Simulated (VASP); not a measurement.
# SnSe2 (P-3m1) in VASP: a series of runs, part 2 of 2

VASP 6.6.1.

### Step 3. Single point, PBE

This run uses another cell than the first one, of the same volume but with other edges.

Input file INCAR:

```
PREC     = Accurate       # precision mode
ENCUT    = 520            # plane-wave cutoff, eV
EDIFF    = 1E-7           # SCF threshold, eV
ISMEAR   = 0              # smearing method
SIGMA    = 0.05           # smearing width, eV
LREAL    = F              # projectors in reciprocal space
LASPH    = T              # aspherical terms in the spheres
NELM     = 100            # most SCF steps
ALGO     = Normal         # electronic algorithm
ISIF     = 2              # what is computed and relaxed
LWAVE    = F              # write WAVECAR
LCHARG   = F              # write CHGCAR
GGA      = PE             # functional
NBANDS   = 20             # bands
```

Input file KPOINTS:

```
regular mesh
0
Gamma
  12 12 6
```

Input file POSCAR:

```
SnSe2
1.0
    3.9184069144      0.0000000000      0.0000000000
   -1.9592034572      3.3934399303      0.0000000000
    0.0000000000      0.0000000000      5.8051664257
Sn Se
1 2
Direct
    0.0000000000      0.0000000000      0.0000000000
    0.3333333333      0.6666666667      0.2500000000
    0.6666666667      0.3333333333      0.7500000000
```

Potentials or basis: VASP PAW PBE potentials, release 64 (Sn_d, Se).

Launch:

```
$ cat potpaw_PBE.64/Sn_d/POTCAR potpaw_PBE.64/Se/POTCAR > POTCAR
$ mpirun -np 1 vasp_std > vasp.out
```

OUTCAR:

```text
PREC = Accurate
   ENCUT = 520
   EDIFF = 1E-7
   ISMEAR = 0
   LREAL = F
   LASPH = T
   NELM = 100
   ISIF = 2
   GGA = PE

 ion  position               nearest neighbor table
   1  0.000  0.000  0.000-   2 2.69   3 2.69   3 2.69   2 2.69   3 2.69   2 2.69
   2  0.333  0.667  0.250-   1 2.69   1 2.69   1 2.69
   3  0.667  0.333  0.750-   1 2.69   1 2.69   1 2.69

  LATTYP: Found a hexagonal cell.
 ALAT       =     3.9184069144
 C/A-ratio  =     1.4815118880

  Lattice vectors:

 A1 = (   3.9184069144,   0.0000000000,   0.0000000000)
 A2 = (  -1.9592034572,   3.3934399303,   0.0000000000)
 A3 = (   0.0000000000,   0.0000000000,   5.8051664257)

Analysis of symmetry for initial positions (statically):
=====================================================================
 Subroutine PRICEL returns:
 Original cell was already a primitive cell.

 Routine SETGRP: Setting up the symmetry group for a
 hexagonal supercell.

 Subroutine GETGRP returns: Found 12 space group operations
 (whereof 12 operations were pure point group operations)
 out of a pool of 24 trial point group operations.

The static configuration has the point symmetry D_3d.

Analysis of symmetry for dynamics (positions and initial velocities):
=====================================================================
 Subroutine PRICEL returns:
 Original cell was already a primitive cell.

 Routine SETGRP: Setting up the symmetry group for a
 hexagonal supercell.

 Subroutine GETGRP returns: Found 12 space group operations
 (whereof 12 operations were pure point group operations)
 out of a pool of 24 trial point group operations.

The dynamic configuration has the point symmetry D_3d.

 Subroutine INISYM returns: Found 12 space group operations
[... 112 lines left out ...]
   EMIN   =  10.00;   EMAX   =-10.00  energy-range for DOS
   EFERMI =   0.00;   METHOD = LEGACY
   ISMEAR =     0;   SIGMA  =   0.05  broadening in eV -4-tet -1-fermi 0-gaus
   EFERMI_NEDOS =   21; number of points for ismear=-14 and -15
   IALGO  =     38    algorithm
   IMIX   =      4    mixing-type and parameters
     AMIX     =   0.40;   BMIX     =  1.00
     AMIX_MAG =   1.60;   BMIX_MAG =  1.00
  volume/ion in A,a.u.               =      25.73       173.64
  Fermi-wavevector in a.u.,A,eV,Ry     =   1.139054  2.152501 17.652812  1.297445
  Thomas-Fermi vector in A             =   2.275758
   LORBIT       =      0    0 simple, 1 ext, 2 COOP (PROOUT), +10 PAW based schemes
   GGA     = PE    functional components
   LHFCALC =     F    Hartree Fock is set to
   AEXX    =    0.0000 exact exchange contribution
   IVDW    =     0    specifies the selected vdW correction
   LEPSILON=     F    determine dielectric tensor
   LRPA    =     F    only Hartree local field effects (RPA)
 non-spin polarized calculation
 Gauss-broadening in eV      SIGMA  =   0.05
  energy-cutoff  :      520.00
  volume of cell :       77.19
 maximum number of plane-waves:      2110
 NGX is ok and might be reduce to    30

 number of electron      26.0000008 magnetization

 Free energy of the ion-electron system (eV)
  ---------------------------------------------------
  ext. energy  EPLUGINS =         0.00000000
  ---------------------------------------------------
  free energy    TOTEN  =       -11.67022980 eV

  energy without entropy =      -11.67022065  energy(sigma->0) =      -11.67022523

 E-fermi :   4.7600     XC(G=0):  -9.4730

 val. band max:        4.6827891277   @ k =   0.0000   0.0000   0.0000
 cond. band min:       4.8314861869   @ k =   0.0000   0.0000   0.0000
 fundamental gap:      0.1486970591
 Fermi energy:         4.7599741403

 k-point     1 :       0.0000    0.0000    0.0000
  band No.  band energies     occupation
      1     -17.0946      2.00000
      2     -17.0946      2.00000
      3     -17.0697      2.00000
      4     -17.0471      2.00000
      5     -17.0471      2.00000
      6      -9.7415      2.00000
[... 541 lines left out ...]
     19      12.3630      0.00000
     20      12.7416      0.00000

 [... further k-points ...]

------------------------ aborting loop because EDIFF is reached ----------------------------------------

  FORCE on cell =-STRESS in cart. coord.  units (eV):
  Direction    XX          YY          ZZ          XY          YZ          ZX
  --------------------------------------------------------------------------------------
  -------------------------------------------------------------------------------------
  Total        1.6720618      1.6720618      4.0098044      0.0000000     -0.0000000     -0.0000000
  in kB       34.7055178     34.7055178     83.2279887      0.0000000     -0.0000000     -0.0000000
  external PRESSURE =      50.8796748 kB  Pullay stress =       0.0000000 kB

 VOLUME and BASIS-vectors are now :
 -----------------------------------------------------------------------------
  energy-cutoff  :      520.00
  volume of cell :       77.19
      direct lattice vectors                 reciprocal lattice vectors
     3.918406914  0.000000000  0.000000000     0.255205756  0.147343112  0.000000000
    -1.959203457  3.393439930  0.000000000     0.000000000  0.294686224  0.000000000
     0.000000000  0.000000000  5.805166426     0.000000000  0.000000000  0.172260350

 POSITION                                       TOTAL-FORCE (eV/Angst)
 -----------------------------------------------------------------------------------
      0.00000      0.00000      0.00000         0.000000      0.000000      0.000000
     -0.00000      2.26229      1.45129         0.000000      0.000000      1.083335
      1.95920      1.13115      4.35387        -0.000000      0.000000     -1.083335
 -----------------------------------------------------------------------------------
    total drift:                                0.000000      0.000000     -0.000000

  FREE ENERGIE OF THE ION-ELECTRON SYSTEM (eV)
  ---------------------------------------------------
  free  energy   TOTEN  =       -11.6702298009 eV

  energy  without entropy=      -11.6702206516  energy(sigma->0) =      -11.67022523
```

OSZICAR:

```text
N       E                     dE             d eps       ncg     rms          rms(c)
DAV:   1     0.205668370040E+03    0.20567E+03   -0.12290E+04  4140   0.148E+03
DAV:   2     0.117414851752E+02   -0.19393E+03   -0.18638E+03  4216   0.388E+02
DAV:   3    -0.111642441703E+02   -0.22906E+02   -0.22412E+02  4888   0.114E+02
DAV:   4    -0.119486665304E+02   -0.78442E+00   -0.78296E+00  4728   0.223E+01
DAV:   5    -0.119677287014E+02   -0.19062E-01   -0.19061E-01  5464   0.365E+00    0.515E+00
DAV:   6    -0.116898128647E+02    0.27792E+00   -0.53531E-01  6088   0.766E+00    0.334E+00
DAV:   7    -0.116697546853E+02    0.20058E-01   -0.17877E-01  4756   0.264E+00    0.107E+00
DAV:   8    -0.116695941600E+02    0.16053E-03   -0.14103E-02  4876   0.123E+00    0.289E-01
DAV:   9    -0.116701783829E+02   -0.58422E-03   -0.16702E-03  4536   0.335E-01    0.934E-02
DAV:  10    -0.116701893227E+02   -0.10940E-04   -0.12354E-04  5360   0.811E-02    0.355E-02
DAV:  11    -0.116702277319E+02   -0.38409E-04   -0.46359E-05  4380   0.399E-02    0.647E-03
DAV:  12    -0.116702291126E+02   -0.13808E-05   -0.33588E-06  5120   0.123E-02    0.626E-03
DAV:  13    -0.116702296090E+02   -0.49640E-06   -0.24791E-06  4392   0.872E-03    0.306E-03
DAV:  14    -0.116702297271E+02   -0.11800E-06   -0.64184E-08  3856   0.158E-03    0.146E-03
DAV:  15    -0.116702298009E+02   -0.73800E-07   -0.22075E-08  3104   0.966E-04
   1 F= -.11670230E+02 E0= -.11670225E+02  d E =-.914929E-05
```

Run time: 3.5 min. Hardware: 1 thread of Intel Xeon 8259CL, shared host; peak memory 0.3 GiB.

Results:

* Free energy: -11.6702 eV
* Pressure: 5.1 GPa
* Largest force: 1.083 eV/Å
* Band gap on the k mesh: 0.15 eV

Forces in eV/Å, atoms in the order of the input:
```
Sn   0.000  0.000  0.000
Se   0.000  0.000  1.083
Se   0.000  0.000 -1.083
```

Levels at points of the mesh, in eV from the valence-band top:
```csv
k point,band 11,band 12,band 13,band 14,band 15,band 16
"(0.00, 0.00, 0.00)",-1.22,-1.22,0.00,0.15,2.02,3.94
"(0.50, 0.00, 0.00)",-3.25,-1.57,-0.80,0.61,3.23,4.95
"(0.00, 0.00, 0.50)",-1.60,-1.00,-1.00,1.56,2.06,3.53
"(0.50, 0.00, 0.50)",-2.16,-1.37,-1.34,0.69,3.80,4.79
```

Caveat: the cell stands under pressure; spin-orbit coupling is left out, which moves the levels of the heavy elements; this functional lacks dispersion, which binds the layers, so the pressure and a relaxed spacing across them are unreliable; forces of over 1 eV/Å act on the atoms, so gaps and moduli don't describe the material at rest.

### Step 4. Single point, PBE

This run uses another cell than the first one, of the same volume but with other edges.

Input file INCAR:

```
PREC = Accurate ; ENCUT = 520
EDIFF = 1E-6 ; ISMEAR = 0
SIGMA = 0.05 ; LREAL = F
LASPH = T ; NELM = 80
ALGO = Normal ; ISIF = 2
LWAVE = F ; LCHARG = F
GGA = PE ; NBANDS = 20
```

Input file KPOINTS:

```
Automatic mesh
0
Gamma
  12 12 6
```

Input file POSCAR:

```
SnSe2
1.0
    3.6918262054      0.0000000000      0.0000000000
   -1.8459131027      3.1972152802      0.0000000000
    0.0000000000      0.0000000000      6.5396009270
Sn Se
1 2
Direct
    0.0000000000      0.0000000000      0.0000000000
    0.3333333333      0.6666666667      0.2500000000
    0.6666666667      0.3333333333      0.7500000000
```

Launch:

```
$ cat potpaw_PBE.64/Sn_d/POTCAR potpaw_PBE.64/Se/POTCAR > POTCAR
$ mpirun -np 1 vasp_std > vasp.out
```

Run time: 2.7 min. Hardware: 1 thread of Intel Xeon 8259CL, shared host; peak memory 0.29 GiB.

The run converged. Its results:

| Property | Result |
| --- | --- |
| Free energy | -11.7057 eV |
| Pressure | 5.5 GPa |
| Largest force | 0.153 eV/Å |
| Band gap on the k mesh | 0.38 eV (least direct gap 1.06 eV) |

Forces on the atoms (eV/Å):
```
Sn   0.000  0.000  0.000
Se   0.000  0.000  0.153
Se   0.000  0.000 -0.153
```

Stress tensor (GPa, compression positive):
```
7.28 0.00 0.00
0.00 7.28 0.00
0.00 0.00 2.08
```

Levels at points of the mesh, in eV from the valence-band top:
```csv
k point,band 9,band 10,band 11,band 12,band 13,band 14,band 15,band 16,band 17,band 18
"(0.00, 0.00, 0.00)",-0.90,-0.46,-0.46,-0.15,-0.15,1.22,3.36,4.81,4.81,7.31
"(0.50, 0.00, 0.00)",-4.88,-3.29,-2.44,-1.60,-0.42,0.97,3.66,5.06,5.27,5.98
"(0.00, 0.00, 0.50)",-2.64,-0.53,-0.53,-0.04,-0.04,2.68,3.27,4.64,4.64,7.70
"(0.50, 0.00, 0.50)",-5.18,-2.56,-2.32,-1.14,-0.69,0.38,3.71,4.45,5.26,5.88
```

Caveat: the cell stands under pressure; spin-orbit coupling is left out, which moves the levels of the heavy elements; this functional lacks dispersion, which binds the layers, so the pressure and a relaxed spacing across them are unreliable.

### Step 5. Single point, PBE

This run uses another cell than the first one, of the same volume but with other edges.

Input file INCAR:

```
PREC = Accurate ; ENCUT = 520
EDIFF = 1E-7 ; ISMEAR = 0
SIGMA = 0.05 ; LREAL = False
LASPH = True ; NELM = 60
ALGO = Normal ; ISIF = 2
LWAVE = False ; LCHARG = False
GGA = PE ; NBANDS = 20
```

Input file KPOINTS:

```
regular mesh
0
Gamma
  12 12 6
```

Input file POSCAR:

```
SnSe2
1.0
    3.8632107324      0.0000000000      0.0000000000
   -1.9316053662      3.3456386344      0.0000000000
    0.0000000000      0.0000000000      5.9722357835
Sn Se
1 2
Direct
    0.0000000000      0.0000000000      0.0000000000
    0.3333333333      0.6666666667      0.2500000000
    0.6666666667      0.3333333333      0.7500000000
```

Potentials or basis: VASP PAW PBE potentials, release 64 (Sn_d, Se).

Launch:

```
$ cat potpaw_PBE.64/Sn_d/POTCAR potpaw_PBE.64/Se/POTCAR > POTCAR
$ mpirun -np 1 vasp_std > vasp.out
```

OUTCAR:

```text
PREC = Accurate
   ENCUT = 520
   EDIFF = 1E-7
   ISMEAR = 0
   LREAL = False
   LASPH = True
   NELM = 60
   ISIF = 2
   GGA = PE

 ion  position               nearest neighbor table
   1  0.000  0.000  0.000-   2 2.68   3 2.68   2 2.68   3 2.68   3 2.68   2 2.68
   2  0.333  0.667  0.250-   1 2.68   1 2.68   1 2.68
   3  0.667  0.333  0.750-   1 2.68   1 2.68   1 2.68

  LATTYP: Found a hexagonal cell.
 ALAT       =     3.8632107324
 C/A-ratio  =     1.5459254483

  Lattice vectors:

 A1 = (   3.8632107324,   0.0000000000,   0.0000000000)
 A2 = (  -1.9316053662,   3.3456386344,   0.0000000000)
 A3 = (   0.0000000000,   0.0000000000,   5.9722357835)

Analysis of symmetry for initial positions (statically):
=====================================================================
 Subroutine PRICEL returns:
 Original cell was already a primitive cell.

 Routine SETGRP: Setting up the symmetry group for a
 hexagonal supercell.

 Subroutine GETGRP returns: Found 12 space group operations
 (whereof 12 operations were pure point group operations)
 out of a pool of 24 trial point group operations.
[... 162 lines left out ...]
  free energy    TOTEN  =       -11.72670876 eV

  energy without entropy =      -11.72670876  energy(sigma->0) =      -11.72670876

 E-fermi :   4.6363     XC(G=0):  -9.4652

 val. band max:        4.4281822398   @ k =   0.0000   0.0000   0.0000
 cond. band min:       4.9441143036   @ k =   0.0000   0.4167   0.3333
 fundamental gap:      0.5159320639
 Fermi energy:         4.6363465049

 k-point     1 :       0.0000    0.0000    0.0000
  band No.  band energies     occupation
      1     -17.0949      2.00000
      2     -17.0949      2.00000
      3     -17.0631      2.00000
      4     -17.0453      2.00000
      5     -17.0453      2.00000
      6      -9.7792      2.00000
[... 541 lines left out ...]
     19      12.2686      0.00000
     20      12.9189      0.00000

 [... further k-points ...]

------------------------ aborting loop because EDIFF is reached ----------------------------------------

  FORCE on cell =-STRESS in cart. coord.  units (eV):
  Direction    XX          YY          ZZ          XY          YZ          ZX
  --------------------------------------------------------------------------------------
  -------------------------------------------------------------------------------------
  Total        1.9939247      1.9939247      3.5942396     -0.0000000      0.0000000      0.0000000
  in kB       41.3861433     41.3861433     74.6024737     -0.0000000      0.0000000      0.0000000
  external PRESSURE =      52.4582535 kB  Pullay stress =       0.0000000 kB

 VOLUME and BASIS-vectors are now :
 -----------------------------------------------------------------------------
  energy-cutoff  :      520.00
  volume of cell :       77.19
      direct lattice vectors                 reciprocal lattice vectors
     3.863210732  0.000000000  0.000000000     0.258852045  0.149448298  0.000000000
    -1.931605366  3.345638634  0.000000000     0.000000000  0.298896596  0.000000000
     0.000000000  0.000000000  5.972235784     0.000000000  0.000000000  0.167441480

 POSITION                                       TOTAL-FORCE (eV/Angst)
 -----------------------------------------------------------------------------------
      0.00000      0.00000      0.00000         0.000000      0.000000      0.000000
     -0.00000      2.23043      1.49306        -0.000000      0.000000      0.927504
      1.93161      1.11521      4.47918         0.000000     -0.000000     -0.927504
 -----------------------------------------------------------------------------------
    total drift:                                0.000000      0.000000     -0.000000

  FREE ENERGIE OF THE ION-ELECTRON SYSTEM (eV)
  ---------------------------------------------------
  free  energy   TOTEN  =       -11.7267087578 eV

  energy  without entropy=      -11.7267087578  energy(sigma->0) =      -11.72670876
```

OSZICAR:

```text
N       E                     dE             d eps       ncg     rms          rms(c)
DAV:   1     0.206947213330E+03    0.20695E+03   -0.12197E+04  4080   0.147E+03
DAV:   2     0.121353286864E+02   -0.19481E+03   -0.18727E+03  4264   0.386E+02
DAV:   3    -0.111648335077E+02   -0.23300E+02   -0.22663E+02  4864   0.114E+02
DAV:   4    -0.119920641446E+02   -0.82723E+00   -0.82531E+00  4724   0.224E+01
DAV:   5    -0.120112018757E+02   -0.19138E-01   -0.19136E-01  5500   0.363E+00    0.518E+00
DAV:   6    -0.117463414632E+02    0.26486E+00   -0.51322E-01  6072   0.759E+00    0.336E+00
DAV:   7    -0.117263347441E+02    0.20007E-01   -0.17268E-01  4784   0.263E+00    0.104E+00
DAV:   8    -0.117261189924E+02    0.21575E-03   -0.13439E-02  4968   0.119E+00    0.288E-01
DAV:   9    -0.117266635754E+02   -0.54458E-03   -0.16029E-03  4544   0.315E-01    0.904E-02
DAV:  10    -0.117266725024E+02   -0.89270E-05   -0.11621E-04  5420   0.776E-02    0.348E-02
DAV:  11    -0.117267070396E+02   -0.34537E-04   -0.43721E-05  4416   0.379E-02    0.652E-03
DAV:  12    -0.117267080684E+02   -0.10287E-05   -0.28066E-06  5248   0.116E-02    0.611E-03
DAV:  13    -0.117267085824E+02   -0.51402E-06   -0.23630E-06  4376   0.831E-03    0.282E-03
DAV:  14    -0.117267086882E+02   -0.10586E-06   -0.58138E-08  3764   0.148E-03    0.137E-03
DAV:  15    -0.117267087578E+02   -0.69570E-07   -0.24798E-08  3096   0.108E-03
   1 F= -.11726709E+02 E0= -.11726709E+02  d E =-.325916E-11
```

Run time: 3.9 min. Hardware: 1 thread of Intel Xeon 8259CL, shared host; peak memory 0.3 GiB.

Results:

| Quantity | Value |
| --- | --- |
| Free energy | -11.7267 eV |
| Pressure | 5.2 GPa |
| Largest force | 0.928 eV/Å |
| Band gap on the k mesh | 0.52 eV (least direct gap 0.63 eV) |

Forces on the atoms (eV/Å):
```
Sn   0.000  0.000  0.000
Se   0.000  0.000  0.928
Se   0.000  0.000 -0.928
```

Stress tensor (GPa, compression positive):
```
4.14 0.00 0.00
0.00 4.14 0.00
0.00 0.00 7.46
```

Levels at points of the mesh, in eV from the valence-band top:
| k point | band 9 | band 10 | band 11 | band 12 | band 13 | band 14 | band 15 | band 16 | band 17 | band 18 |
| --- | --- | --- | --- | --- | --- | --- | --- | --- | --- | --- |
| (0.00, 0.00, 0.00) | -1.09 | -1.09 | -0.80 | -0.80 | 0.00 | 0.63 | 2.48 | 4.28 | 4.28 | 8.12 |
| (0.50, 0.00, 0.00) | -4.61 | -3.09 | -3.07 | -1.40 | -0.56 | 0.89 | 3.51 | 5.21 | 5.26 | 7.39 |
| (0.00, 0.00, 0.50) | -2.16 | -1.19 | -1.19 | -0.62 | -0.62 | 2.01 | 2.48 | 3.94 | 3.94 | 7.92 |
| (0.50, 0.00, 0.50) | -5.14 | -2.87 | -2.08 | -1.10 | -1.02 | 0.76 | 4.04 | 4.78 | 5.80 | 6.19 |

Caveat: the cell stands under pressure; spin-orbit coupling is left out, which moves the levels of the heavy elements; this functional lacks dispersion, which binds the layers, so the pressure and a relaxed spacing across them are unreliable. A k mesh can miss the band edges.

### Step 6. Overview

```csv
cell,gap on the mesh (eV),pressure (GPa),largest force (eV/Å)
"a = 4.023, b = 4.023, c = 5.507 Å, angles 90.0, 90.0, 120.0°, 3 atoms",0.07,4.7,1.26
"a = 3.918, b = 3.918, c = 5.805 Å, angles 90.0, 90.0, 120.0°, 3 atoms",0.15,5.1,1.08
"a = 3.692, b = 3.692, c = 6.540 Å, angles 90.0, 90.0, 120.0°, 3 atoms",0.38,5.5,0.15
"a = 3.863, b = 3.863, c = 5.972 Å, angles 90.0, 90.0, 120.0°, 3 atoms",0.52,5.2,0.93
```

Alike in all rows: task single point; level PBE; potentials or basis VASP PAW PBE potentials, release 64 (Sn_d, Se); no spin polarisation; k mesh 12 × 12 × 6; cutoff (eV) 520; smearing gaussian 0.05 eV.

Caveats: the cell stands under pressure; spin-orbit coupling is left out, which moves the levels of the heavy elements; this functional lacks dispersion, which binds the layers, so the pressure and a relaxed spacing across them are unreliable (at least some runs); forces of over 1 eV/Å act on the atoms, so gaps and moduli don't describe the material at rest (at least some runs).

Total energies depend on the potentials used, so only differences within one code and one set of settings carry meaning.
